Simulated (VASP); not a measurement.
# Eu (Im-3m) in VASP: notebook

Runs on Eu. Level: PBEsol. Tasks: single point.

Everything below comes from runs of VASP 6.6.1. Logs are shortened: lines on timing, memory, paths and dates and some standing lists are left out, and cuts for length are marked.

## Step 1: The cell of the first run

The structure is cubic, space group Im-3m (No. 229). Conventional cell: a = 4.544 Å, b = 4.544 Å, c = 4.544 Å, α = 90.00°, β = 90.00°, γ = 90.00°. Within 5.2 Å of Eu (site symmetry m-3m) lie 14 Eu at 3.94 to 4.54 Å.

## Step 2: Single point, PBEsol, collinear spin, ferromagnetic start (volume scaled by 0.96)

File INCAR:

```
SYSTEM = Eu
PREC = Accurate
ENCUT = 520
EDIFF = 1E-6
ISMEAR = -1
SIGMA = 0.05
LREAL = .False.
LASPH = .True.
NELM = 150
ALGO = Normal
ISIF = 2
LWAVE = .False.
LCHARG = .False.
ISPIN = 2
MAGMOM = 7
LORBIT = 11
LMAXMIX = 6
GGA = PS
NBANDS = 18
```

File KPOINTS:

```
Automatic mesh
0
Gamma
  8 8 8
  0 0 0
```

File POSCAR:

```
Eu
1.0
   -2.2718745629      2.2718745629      2.2718745629
    2.2718745629     -2.2718745629      2.2718745629
    2.2718745629      2.2718745629     -2.2718745629
Eu
1
Direct
    0.0000000000      0.0000000000      0.0000000000
```

Potentials or basis: VASP PAW PBE potentials, release 64 (Eu).

Launch:

```console
$ cat potpaw_PBE.64/Eu/POTCAR > POTCAR
$ mpirun -np 1 vasp_std > vasp.out
```

OUTCAR:

```text
SYSTEM = Eu
   PREC = Accurate
   ENCUT = 520
   EDIFF = 1E-6
   ISMEAR = -1
   LREAL = .False.
   LASPH = .True.
   NELM = 150
   ISIF = 2
   ISPIN = 2
   LORBIT = 11
   GGA = PS

 ion  position               nearest neighbor table
   1  0.000  0.000  0.000-

  LATTYP: Found a body centered cubic cell.
 ALAT       =     4.5437491258

  Lattice vectors:

 A1 = (  -2.2718745629,   2.2718745629,   2.2718745629)
 A2 = (   2.2718745629,  -2.2718745629,   2.2718745629)
 A3 = (   2.2718745629,   2.2718745629,  -2.2718745629)

Analysis of symmetry for initial positions (statically):
=====================================================================
 Subroutine PRICEL returns:
 Original cell was already a primitive cell.

 Routine SETGRP: Setting up the symmetry group for a
 body centered cubic supercell.

 Subroutine GETGRP returns: Found 48 space group operations
 (whereof 48 operations were pure point group operations)
 out of a pool of 48 trial point group operations.

The static configuration has the point symmetry O_h .

Analysis of symmetry for dynamics (positions and initial velocities):
=====================================================================
 Subroutine PRICEL returns:
 Original cell was already a primitive cell.

 Routine SETGRP: Setting up the symmetry group for a
 body centered cubic supercell.

 Subroutine GETGRP returns: Found 48 space group operations
 (whereof 48 operations were pure point group operations)
 out of a pool of 48 trial point group operations.

The dynamic configuration has the point symmetry O_h .

Analysis of structural, dynamic, and magnetic symmetry:
=====================================================================
 Subroutine PRICEL returns:
 Original cell was already a primitive cell.

 Routine SETGRP: Setting up the symmetry group for a
 body centered cubic supercell.

 Subroutine GETGRP returns: Found 48 space group operations
 (whereof 48 operations were pure point group operations)
 out of a pool of 48 trial point group operations.

The overall configuration has the point symmetry O_h .

 Subroutine INISYM returns: Found 48 space group operations
 (whereof 48 operations are pure point group operations),
 and found     1 'primitive' translations

----------------------------------------------------------------------------------------

                                     Primitive cell

  volume of cell :      46.9043

  direct lattice vectors                    reciprocal lattice vectors
    -2.271874563  2.271874563  2.271874563     0.000000000  0.220082573  0.220082573
     2.271874563 -2.271874563  2.271874563     0.220082573  0.000000000  0.220082573
     2.271874563  2.271874563 -2.271874563     0.220082573  0.220082573  0.000000000

  length of vectors
     3.935002171  3.935002171  3.935002171     0.311243760  0.311243760  0.311243760

  position of ions in fractional coordinates (direct lattice)
     0.000000000  0.000000000  0.000000000

  ion indices of the primitive-cell ions
   primitive index   ion index
                 1           1

----------------------------------------------------------------------------------------

 KPOINTS: Automatic mesh

Automatic generation of k-mesh.
 Grid dimensions read from file:
 generate k-points for:    8    8    8

 Generating k-lattice:

  Cartesian coordinates                     Fractional coordinates (reciprocal lattice)
     0.000000000  0.027510322  0.027510322     0.125000000  0.000000000  0.000000000
     0.027510322  0.000000000  0.027510322     0.000000000  0.125000000  0.000000000
     0.027510322  0.027510322  0.000000000     0.000000000  0.000000000  0.125000000

  Length of vectors
     0.038905470  0.038905470  0.038905470

  Shift w.r.t. Gamma in fractional coordinates (k-lattice)
     0.000000000  0.000000000  0.000000000

 Subroutine IBZKPT returns following result:
 ===========================================

 Found     29 irreducible k-points:

 Following reciprocal coordinates:
            Coordinates               Weight
  0.000000  0.000000  0.000000      1.000000
  0.125000  0.000000  0.000000     12.000000
  0.250000  0.000000  0.000000     12.000000
  0.375000  0.000000  0.000000     12.000000
  0.500000  0.000000  0.000000      6.000000
  0.125000  0.125000  0.000000     24.000000
[... 16 lines left out ...]
 -0.250000  0.250000  0.250000      6.000000
 -0.375000  0.375000  0.250000     24.000000
 [... further k-points ...]
   k-points           NKPTS =     29   k-points in BZ     NKDIM =     29   number of bands    NBANDS=     18
   number of dos      NEDOS =    301   number of ions     NIONS =      1
   total plane-waves  NPLWV =  27000
   dimension x,y,z NGX =    30 NGY =   30 NGZ =   30
   dimension x,y,z NGXF=    60 NGYF=   60 NGZF=   60
   ions per type =               1
   NGX,Y,Z   is equivalent  to a cutoff of  12.67, 12.67, 12.67 a.u.
   NGXF,Y,Z  is equivalent  to a cutoff of  25.35, 25.35, 25.35 a.u.
 SYSTEM =  Eu
   PREC   = accura    normal or accurate (medium, high low for compatibility)
   ISTART =      0    job   : 0-new  1-cont  2-samecut
   ICHARG =      2    charge: 1-file 2-atom 10-const
   ISPIN  =      2    spin polarized calculation?
   LNONCOLLINEAR =      F non collinear calculations
   LSORBIT =      F    spin-orbit coupling
   LASPH  =      T    aspherical Exc in radial PAW
   ENCUT  =  520.0 eV  38.22 Ry    6.18 a.u.   7.32  7.32  7.32*2*pi/ulx,y,z
   NELM   =    150;   NELMIN=  2; NELMDL= -5     # of ELM steps
   EDIFF  = 0.1E-05   stopping-criterion for ELM
   LREAL  =      F    real-space projection
   EDIFFG = 0.1E-04   stopping-criterion for IOM
   NSW    =      0    number of steps for IOM
   IBRION =     -1    ionic relax: 0-MD 1-quasi-New 2-CG
   NFREE  =      0    steps in history (QN), initial steepest desc. (CG)
   ISIF   =      2    stress and relaxation
   ISYM   =      2    0-nonsym 1-usesym 2-fastsym
   POTIM  = 0.5000    time-step for ionic-motion
   TEBEG  =    0.0;   TEEND  =   0.0 temperature during run
   PSTRESS=    0.0 pullay stress
   NELECT =      17.0000    total number of electrons
   NUPDOWN=      -1.0000    fix difference up-down
   EMIN   =  10.00;   EMAX   =-10.00  energy-range for DOS
   EFERMI =   0.00;   METHOD = LEGACY
   ISMEAR =    -1;   SIGMA  =   0.05  broadening in eV -4-tet -1-fermi 0-gaus
   EFERMI_NEDOS =   21; number of points for ismear=-14 and -15
   IALGO  =     38    algorithm
   IMIX   =      4    mixing-type and parameters
     AMIX     =   0.40;   BMIX     =  1.00
     AMIX_MAG =   1.60;   BMIX_MAG =  1.00
  volume/ion in A,a.u.               =      46.90       316.53
  Fermi-wavevector in a.u.,A,eV,Ry     =   1.167222  2.205730 18.536675  1.362407
  Thomas-Fermi vector in A             =   2.303725
   LORBIT       =     11    0 simple, 1 ext, 2 COOP (PROOUT), +10 PAW based schemes
   GGA     = PS    functional components
   LHFCALC =     F    Hartree Fock is set to
   AEXX    =    0.0000 exact exchange contribution
   IVDW    =     0    specifies the selected vdW correction
   LEPSILON=     F    determine dielectric tensor
   LRPA    =     F    only Hartree local field effects (RPA)
 spin polarized calculation
  energy-cutoff  :      520.00
  volume of cell :       46.90
 maximum number of plane-waves:      1286
 NGX is ok and might be reduce to    30
   NGX = 15   NGY = 15   NGZ = 15

 number of electron      17.0000002 magnetization       7.3346604

 Free energy of the ion-electron system (eV)
  ---------------------------------------------------
  ext. energy  EPLUGINS =         0.00000000
  ---------------------------------------------------
  free energy    TOTEN  =       -11.60232484 eV

  energy without entropy =      -11.58856872  energy(sigma->0) =      -11.59544678

 E-fermi :   1.6180     XC(G=0):  -8.5168

 val. band max:        1.6132136850   @ k =   0.2500   0.2500   0.2500
 cond. band min:       1.6355908464   @ k =   0.2500   0.2500   0.1250
 fundamental gap:      0.0223771615
 Fermi energy:         1.6180003574

 spin component 1

 k-point     1 :       0.0000    0.0000    0.0000
  band No.  band energies     occupation
      1     -40.1316      1.00000
      2     -18.7545      1.00000
      3     -18.7545      1.00000
      4     -18.7545      1.00000
      5      -2.6379      1.00000
      6       1.0907      0.99997
[... 10 lines left out ...]
     17       4.8513      0.00000
     18      10.5730      0.00000

 k-point     2 :       0.1250    0.0000    0.0000
  band No.  band energies     occupation
      1     -40.1285      1.00000
      2     -18.8019      1.00000
      3     -18.7699      1.00000
      4     -18.7545      1.00000
      5      -2.3196      1.00000
      6       1.0890      0.99997
[... 10 lines left out ...]
     17       4.8702      0.00000
     18      10.8096      0.00000
[... 442 lines left out ...]
 k-point    24 :      -0.3750    0.3750    0.2500
  band No.  band energies     occupation
      1     -40.1048      1.00000
      2     -18.9872      1.00000
      3     -18.9024      1.00000
      4     -18.8713      1.00000
      5       0.3979      1.00000
      6       0.9913      1.00000
[... 10 lines left out ...]
     17       5.6481      0.00000
     18       8.9697      0.00000

 [... further k-points ...]

 spin component 2

 k-point     1 :       0.0000    0.0000    0.0000
  band No.  band energies     occupation
      1     -37.0164      1.00000
      2     -16.4113      1.00000
      3     -16.4113      1.00000
      4     -16.4113      1.00000
      5      -1.8973      1.00000
      6       4.2760      0.00000
[... 10 lines left out ...]
     17       6.0938      0.00000
     18      11.5820      0.00000

 k-point     2 :       0.1250    0.0000    0.0000
  band No.  band energies     occupation
      1     -37.0123      1.00000
      2     -16.4725      1.00000
      3     -16.4307      1.00000
      4     -16.4115      1.00000
      5      -1.5660      1.00000
      6       3.9848      0.00000
[... 10 lines left out ...]
     17       6.1936      0.00000
     18      11.8264      0.00000
[... 442 lines left out ...]
 k-point    24 :      -0.3750    0.3750    0.2500
  band No.  band energies     occupation
      1     -36.9811      1.00000
      2     -16.7077      1.00000
      3     -16.5972      1.00000
      4     -16.5592      1.00000
      5       1.2305      0.99957
      6       2.3176      0.00000
[... 10 lines left out ...]
     17       7.0556      0.00000
     18      10.1837      0.00000

 [... further k-points ...]

------------------------ aborting loop because EDIFF is reached ----------------------------------------

  FORCE on cell =-STRESS in cart. coord.  units (eV):
  Direction    XX          YY          ZZ          XY          YZ          ZX
  --------------------------------------------------------------------------------------
  -------------------------------------------------------------------------------------
  Total       -0.7497554     -0.7497554     -0.7497554     -0.0000000     -0.0000000      0.0000000
  in kB      -25.6104454    -25.6104454    -25.6104454     -0.0000000     -0.0000000      0.0000000
  external PRESSURE =     -25.6104454 kB  Pullay stress =       0.0000000 kB

 VOLUME and BASIS-vectors are now :
 -----------------------------------------------------------------------------
  energy-cutoff  :      520.00
  volume of cell :       46.90
      direct lattice vectors                 reciprocal lattice vectors
    -2.271874563  2.271874563  2.271874563     0.000000000  0.220082573  0.220082573
     2.271874563 -2.271874563  2.271874563     0.220082573  0.000000000  0.220082573
     2.271874563  2.271874563 -2.271874563     0.220082573  0.220082573  0.000000000

 POSITION                                       TOTAL-FORCE (eV/Angst)
 -----------------------------------------------------------------------------------
      0.00000      0.00000      0.00000        -0.000000      0.000000     -0.000000
 -----------------------------------------------------------------------------------
    total drift:                               -0.000000     -0.000000      0.000000

  FREE ENERGIE OF THE ION-ELECTRON SYSTEM (eV)
  ---------------------------------------------------
  free  energy   TOTEN  =       -11.6023248393 eV

  energy  without entropy=      -11.5885687172  energy(sigma->0) =      -11.59544678

 total charge

# of ion       s       p       d       f       tot
--------------------------------------------------
    1        2.077   5.688   0.249   6.668  14.683

 magnetization (x)

# of ion       s       p       d       f       tot
--------------------------------------------------
    1       -0.003  -0.086   0.123   6.666   6.701
```

Run time: 94 s. Hardware: 1 thread of Intel Xeon Platinum 8175M at 2.50GHz (Skylake/Cascade Lake), shared host; peak memory 0.21 GiB.

What came out:

* Free energy: -11.6023 eV
* Pressure: -2.6 GPa
* Net moment: 7.33 μB per cell
* Site moments: Eu +6.70 μB
* Valence electrons inside the program's atomic spheres: Eu 14.68

Caveat: the PAW data sets were made with another functional, which shifts forces and pressure a little; spin-orbit coupling is left out, which moves the levels of the heavy elements.

## Step 3: Single point, PBEsol, collinear spin, ferromagnetic start (volume scaled by 0.98)

File INCAR:

```
SYSTEM = Eu
  PREC = Accurate
  ENCUT = 520
  EDIFF = 1E-6
  ISMEAR = -1
  SIGMA = 0.05
  LREAL = .False.
  LASPH = .True.
  NELM = 150
  ALGO = Fast
  ISIF = 2
  LWAVE = .False.
  LCHARG = .False.
  ISPIN = 2
  MAGMOM = 7
  LORBIT = 11
  LMAXMIX = 6
  GGA = PS
  NBANDS = 18
```

File KPOINTS:

```
regular mesh
0
Gamma
  8 8 8
  0 0 0
```

File POSCAR:

```
Eu
1.0
   -2.2875431584      2.2875431584      2.2875431584
    2.2875431584     -2.2875431584      2.2875431584
    2.2875431584      2.2875431584     -2.2875431584
Eu
1
Direct
    0.0000000000      0.0000000000      0.0000000000
```

Potentials or basis: VASP PAW PBE potentials, release 64 (Eu).

Launch:

```console
$ cat potpaw_PBE.64/Eu/POTCAR > POTCAR
$ mpirun -np 1 vasp_std > vasp.out
```

OUTCAR:

```text
SYSTEM = Eu
   PREC = Accurate
   ENCUT = 520
   EDIFF = 1E-6
   ISMEAR = -1
   LREAL = .False.
   LASPH = .True.
   NELM = 150
   ISIF = 2
   ISPIN = 2
   LORBIT = 11
   GGA = PS

 ion  position               nearest neighbor table
   1  0.000  0.000  0.000-

  LATTYP: Found a body centered cubic cell.
 ALAT       =     4.5750863168

  Lattice vectors:

 A1 = (  -2.2875431584,   2.2875431584,   2.2875431584)
 A2 = (   2.2875431584,  -2.2875431584,   2.2875431584)
 A3 = (   2.2875431584,   2.2875431584,  -2.2875431584)

Analysis of symmetry for initial positions (statically):
=====================================================================
 Subroutine PRICEL returns:
[... 1214 lines left out ...]
  in kB      -27.3451775    -27.3451775    -27.3451775     -0.0000000     -0.0000000     -0.0000000
  external PRESSURE =     -27.3451775 kB  Pullay stress =       0.0000000 kB

 VOLUME and BASIS-vectors are now :
 -----------------------------------------------------------------------------
  energy-cutoff  :      520.00
  volume of cell :       47.88
      direct lattice vectors                 reciprocal lattice vectors
    -2.287543158  2.287543158  2.287543158     0.000000000  0.218575111  0.218575111
     2.287543158 -2.287543158  2.287543158     0.218575111  0.000000000  0.218575111
     2.287543158  2.287543158 -2.287543158     0.218575111  0.218575111  0.000000000

 POSITION                                       TOTAL-FORCE (eV/Angst)
 -----------------------------------------------------------------------------------
      0.00000      0.00000      0.00000         0.000000      0.000000      0.000000
 -----------------------------------------------------------------------------------
    total drift:                               -0.000000     -0.000000      0.000000

  FREE ENERGIE OF THE ION-ELECTRON SYSTEM (eV)
  ---------------------------------------------------
  free  energy   TOTEN  =       -11.5865348838 eV

  energy  without entropy=      -11.5725322608  energy(sigma->0) =      -11.57953357

 total charge

# of ion       s       p       d       f       tot
--------------------------------------------------
    1        2.076   5.690   0.242   6.673  14.681

 magnetization (x)

# of ion       s       p       d       f       tot
--------------------------------------------------
    1       -0.003  -0.086   0.125   6.671   6.707
```

OSZICAR:

```text
N       E                     dE             d eps       ncg     rms          rms(c)
DAV:   1     0.108903360545E+03    0.10890E+03   -0.66384E+03  2522   0.404E+03
DAV:   2     0.872253625264E+01   -0.10018E+03   -0.88748E+02  2672   0.272E+02
DAV:   3    -0.770812441770E+01   -0.16431E+02   -0.16199E+02  3184   0.100E+02
[... 24 lines left out ...]
RMM:  28    -0.115865257414E+02   -0.20994E-05   -0.34179E-05  3016   0.118E-01    0.274E-02
RMM:  29    -0.115865287932E+02   -0.30518E-05   -0.25998E-05  2777   0.905E-02    0.104E-02
RMM:  30    -0.115865310131E+02   -0.22199E-05   -0.21456E-05  2683   0.847E-02    0.726E-03
RMM:  31    -0.115865325897E+02   -0.15766E-05   -0.14681E-05  2581   0.691E-02    0.439E-03
RMM:  32    -0.115865339516E+02   -0.13619E-05   -0.12254E-05  2512   0.605E-02    0.874E-03
RMM:  33    -0.115865348838E+02   -0.93213E-06   -0.85993E-06  2451   0.549E-02
   1 F= -.11586535E+02 E0= -.11579534E+02  d E =-.140026E-01  mag=     7.3568
```

It took 3.2 min on 1 thread of Intel Xeon Platinum 8175M at 2.50GHz (Skylake/Cascade Lake), shared host; peak memory 0.22 GiB.

What came out:

| Property | Result |
| --- | --- |
| Free energy | -11.5865 eV |
| Pressure | -2.7 GPa |
| Net moment | 7.36 μB per cell |
| Site moments | Eu +6.71 μB |
| Valence electrons inside the program's atomic spheres | Eu 14.68 |

Levels at points of the mesh, in eV from the Fermi level:
Spin up:
```csv
k point,band 10,band 11,band 12,band 13,band 14,band 15
"(0.00, 0.00, 0.00)",-0.40,-0.40,-0.36,1.65,1.65,1.65
"(0.50, 0.00, 0.00)",-0.41,-0.40,-0.38,0.43,0.49,3.02
"(0.50, 0.50, 0.50)",-0.50,-0.37,-0.37,-0.37,4.27,4.31
```
Spin down:
```csv
k point,band 1,band 2,band 3,band 4,band 5,band 6,band 7,band 8,band 9,band 10
"(0.00, 0.00, 0.00)",-38.65,-18.06,-18.06,-18.06,-3.48,2.64,2.64,2.64,3.93,3.93
"(0.50, 0.00, 0.00)",-38.62,-18.43,-18.18,-18.06,-0.85,1.21,1.32,3.86,4.13,4.14
"(0.50, 0.50, 0.50)",-38.60,-18.32,-18.32,-18.32,-0.09,-0.09,3.78,3.78,3.78,4.08
```

Caveat: the PAW data sets were made with another functional, which shifts forces and pressure a little; spin-orbit coupling is left out, which moves the levels of the heavy elements.
